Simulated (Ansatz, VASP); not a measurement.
K: VASP beside Ansatz

```
K
1.0
    -2.46363    2.46363    2.95636
     2.46363   -2.46363    2.95636
     2.46363    2.46363   -2.95636
K
1
Direct
  0.00000 0.00000 0.00000
```

Alike in both runs: task single point; functional PBEsol; k mesh 14 × 14 × 14; occupations gaussian, width 0.15 eV; no spin polarisation.

|  | VASP | Ansatz |
| --- | --- | --- |
| version | VASP 6.6.1 | Ansatz 0.2.0 |
| potentials or method | VASP PAW PBE potentials, release 64 (K_sv), cutoff 520 eV | scalar-relativistic, plane waves, PAW |
| valence electrons in the cell | 9 | 9 |

|  | VASP | Ansatz | Ansatz less VASP |
| --- | --- | --- | --- |
| gap on the k mesh at the Fermi level (eV) | none | none | - |
| pressure (GPa) | 0.0 | 0.0 | +0.01 |

VASP's potentials were made for PBE, not for PBEsol. A gap of «none» marks a metal or a gap that the smearing closes.
